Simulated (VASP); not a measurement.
# SiGe5 (F-43m) in VASP: notebook, part 2 of 2

VASP 6.6.1.

## Step 3: Single point, PBE

This run uses another cell than the first one, of 32.61 Å³/atom.

Contents of INCAR:

```
SYSTEM = SiGe5
ALGO = Normal ; EDIFF = 1E-7
ENCUT = 520 ; GGA = PE
ISIF = 2 ; ISMEAR = 0
LASPH = .True. ; LCHARG = .True.
LELF = .True. ; LREAL = .False.
LVHAR = .True. ; LWAVE = .False.
NBANDS = 46 ; NELM = 60
PREC = Accurate ; SIGMA = 0.1
```

Contents of KPOINTS:

```
k-points
0
Gamma
  8 8 8
  0 0 0
```

Contents of POSCAR:

```
SiGe5
1.0
    0.0000000000      4.6077931494      4.6077931494
    4.6077931494      0.0000000000      4.6077931494
    4.6077931494      4.6077931494      0.0000000000
Si Ge
1 5
Direct
    0.7500000000      0.7500000000      0.7500000000
    0.0983222176      0.7050333471      0.0983222176
    0.0983222176      0.0983222176      0.0983222176
    0.7050333471      0.0983222176      0.0983222176
    0.0983222176      0.0983222176      0.7050333471
    0.2500000000      0.2500000000      0.2500000000
```

Potentials or basis: VASP PAW PBE potentials, release 64 (Si, Ge_d).

On the command line:

```bash
> cat potpaw_PBE.64/Si/POTCAR potpaw_PBE.64/Ge_d/POTCAR > POTCAR
> mpirun -np 1 vasp_std > vasp.out
```

OUTCAR:

```text
SYSTEM = SiGe5
   EDIFF = 1E-7
   ENCUT = 520
   GGA = PE
   ISIF = 2
   ISMEAR = 0
   LASPH = .True.
   LREAL = .False.
   NELM = 60
   PREC = Accurate

 ion  position               nearest neighbor table
   1  0.750  0.750  0.750-
   2  0.098  0.705  0.098-   6 2.42   4 2.56   5 2.56   3 2.56
   3  0.098  0.098  0.098-   6 2.42   4 2.56   5 2.56   2 2.56
   4  0.705  0.098  0.098-   6 2.42   3 2.56   5 2.56   2 2.56
   5  0.098  0.098  0.705-   6 2.42   3 2.56   4 2.56   2 2.56
   6  0.250  0.250  0.250-   2 2.42   4 2.42   5 2.42   3 2.42

  LATTYP: Found a face centered cubic cell.
 ALAT       =     9.2155862988

  Lattice vectors:

 A1 = (   0.0000000000,   4.6077931494,   4.6077931494)
 A2 = (   4.6077931494,   0.0000000000,   4.6077931494)
 A3 = (   4.6077931494,   4.6077931494,   0.0000000000)

Analysis of symmetry for initial positions (statically):
=====================================================================
 Subroutine PRICEL returns:
 Original cell was already a primitive cell.

 Routine SETGRP: Setting up the symmetry group for a
 face centered cubic supercell.

 Subroutine GETGRP returns: Found 24 space group operations
 (whereof 24 operations were pure point group operations)
 out of a pool of 48 trial point group operations.

The static configuration has the point symmetry T_d .

Analysis of symmetry for dynamics (positions and initial velocities):
=====================================================================
 Subroutine PRICEL returns:
 Original cell was already a primitive cell.

 Routine SETGRP: Setting up the symmetry group for a
 face centered cubic supercell.
[... 128 lines left out ...]
   ISMEAR =     0;   SIGMA  =   0.10  broadening in eV -4-tet -1-fermi 0-gaus
   EFERMI_NEDOS =   21; number of points for ismear=-14 and -15
   IALGO  =     38    algorithm
   IMIX   =      4    mixing-type and parameters
     AMIX     =   0.40;   BMIX     =  1.00
     AMIX_MAG =   1.60;   BMIX_MAG =  1.00
  volume/ion in A,a.u.               =      32.61       220.07
  Fermi-wavevector in a.u.,A,eV,Ry     =   1.183902  2.237250 19.070252  1.401624
  Thomas-Fermi vector in A             =   2.320127
   LORBIT       =      0    0 simple, 1 ext, 2 COOP (PROOUT), +10 PAW based schemes
   GGA     = PE    functional components
   LHFCALC =     F    Hartree Fock is set to
   AEXX    =    0.0000 exact exchange contribution
   IVDW    =     0    specifies the selected vdW correction
   LEPSILON=     F    determine dielectric tensor
   LRPA    =     F    only Hartree local field effects (RPA)
 non-spin polarized calculation
 Gauss-broadening in eV      SIGMA  =   0.10
  energy-cutoff  :      520.00
  volume of cell :      195.66
 maximum number of plane-waves:      5297
   NGX = 25   NGY = 25   NGZ = 25

 number of electron      74.0000011 magnetization

 Free energy of the ion-electron system (eV)
  ---------------------------------------------------
  ext. energy  EPLUGINS =         0.00000000
  ---------------------------------------------------
  free energy    TOTEN  =       -21.55742656 eV

  energy without entropy =      -21.53895114  energy(sigma->0) =      -21.54818885

 E-fermi :   2.0557     XC(G=0):  -8.0520

 val. band max:        2.0493506436   @ k =   0.5000   0.1250   0.0000
 cond. band min:       2.0608583897   @ k =  -0.2500   0.3750   0.1250
 fundamental gap:      0.0115077462
 Fermi energy:         2.0556625816

 k-point     1 :       0.0000    0.0000    0.0000
  band No.  band energies     occupation
      1     -22.9997      2.00000
      2     -22.9997      2.00000
      3     -22.9997      2.00000
      4     -22.9441      2.00000
      5     -22.9441      2.00000
      6     -22.7923      2.00000
[... 1165 lines left out ...]
     45       5.7846      0.00000
     46       6.6551      0.00000

 [... further k-points ...]

------------------------ aborting loop because EDIFF is reached ----------------------------------------

  FORCE on cell =-STRESS in cart. coord.  units (eV):
  Direction    XX          YY          ZZ          XY          YZ          ZX
  --------------------------------------------------------------------------------------
  -------------------------------------------------------------------------------------
  Total       -0.0128103     -0.0128103     -0.0128103      0.0000000      0.0000000      0.0000000
  in kB       -0.1048965     -0.1048965     -0.1048965      0.0000000      0.0000000      0.0000000
  external PRESSURE =      -0.1048965 kB  Pullay stress =       0.0000000 kB

 VOLUME and BASIS-vectors are now :
 -----------------------------------------------------------------------------
  energy-cutoff  :      520.00
  volume of cell :      195.66
      direct lattice vectors                 reciprocal lattice vectors
     0.000000000  4.607793149  4.607793149    -0.108511815  0.108511815  0.108511815
     4.607793149  0.000000000  4.607793149     0.108511815 -0.108511815  0.108511815
     4.607793149  4.607793149  0.000000000     0.108511815  0.108511815 -0.108511815

 POSITION                                       TOTAL-FORCE (eV/Angst)
 -----------------------------------------------------------------------------------
      6.91169      6.91169      6.91169         0.000000      0.000000      0.000000
      3.70170      0.90610      3.70170        -0.001968      0.001968     -0.001968
      0.90610      0.90610      0.90610         0.001968      0.001968      0.001968
      0.90610      3.70170      3.70170         0.001968     -0.001968     -0.001968
      3.70170      3.70170      0.90610        -0.001968     -0.001968      0.001968
      2.30390      2.30390      2.30390         0.000000      0.000000      0.000000
 -----------------------------------------------------------------------------------
    total drift:                                0.000001      0.000001      0.000001

  FREE ENERGIE OF THE ION-ELECTRON SYSTEM (eV)
  ---------------------------------------------------
  free  energy   TOTEN  =       -21.5574265551 eV

  energy  without entropy=      -21.5389511391  energy(sigma->0) =      -21.54818885
```

OSZICAR:

```text
N       E                     dE             d eps       ncg     rms          rms(c)
DAV:   1     0.784062586721E+03    0.78406E+03   -0.36371E+04  3152   0.360E+03
DAV:   2     0.119504088310E+03   -0.66456E+03   -0.64717E+03  2668   0.945E+02
DAV:   3    -0.123382474045E+02   -0.13184E+03   -0.12947E+03  2952   0.223E+02
DAV:   4    -0.219897997454E+02   -0.96516E+01   -0.95332E+01  3130   0.686E+01
DAV:   5    -0.222875025549E+02   -0.29770E+00   -0.29743E+00  3040   0.133E+01    0.482E+00
DAV:   6    -0.216572563032E+02    0.63025E+00   -0.45358E+00  4390   0.114E+01    0.264E+00
DAV:   7    -0.215759270236E+02    0.81329E-01   -0.11619E+00  3062   0.531E+00    0.159E+00
DAV:   8    -0.215553831735E+02    0.20544E-01   -0.17948E-01  2992   0.234E+00    0.333E-01
DAV:   9    -0.215560723535E+02   -0.68918E-03   -0.28082E-02  3100   0.120E+00    0.144E-01
DAV:  10    -0.215569429997E+02   -0.87065E-03   -0.25168E-03  4020   0.412E-01    0.581E-02
DAV:  11    -0.215572482276E+02   -0.30523E-03   -0.68869E-04  3026   0.238E-01    0.282E-02
DAV:  12    -0.215574011966E+02   -0.15297E-03   -0.27639E-04  3150   0.779E-02    0.991E-03
DAV:  13    -0.215574187869E+02   -0.17590E-04   -0.22904E-05  3238   0.367E-02    0.577E-03
DAV:  14    -0.215574261266E+02   -0.73397E-05   -0.11280E-05  3084   0.150E-02    0.224E-03
DAV:  15    -0.215574264970E+02   -0.37040E-06   -0.18350E-06  3088   0.134E-02    0.526E-04
DAV:  16    -0.215574265551E+02   -0.58084E-07   -0.14805E-07  2088   0.498E-03
   1 F= -.21557427E+02 E0= -.21548189E+02  d E =-.184754E-01
```

Wall time 2.9 min (1 thread of AMD EPYC 9R45 (Zen 5), shared host); peak memory 0.38 GiB.

Results:

```
Free energy            : -21.5574 eV
Pressure               : 0.0 GPa
Largest force          : 0.003 eV/Å
Band gap on the k mesh : zero (bands 37 and 38 overlap by 0.31 eV)
```

Forces on the atoms (eV/Å):
```
Si   0.000  0.000  0.000
Ge  -0.002  0.002 -0.002
Ge   0.002  0.002  0.002
Ge   0.002 -0.002 -0.002
Ge  -0.002 -0.002  0.002
Ge   0.000  0.000  0.000
```

Caveat: semilocal functionals underestimate gaps, and a narrow one can read as zero.

The gap in the log of VASP goes by the Fermi energy; the results here count the filled bands.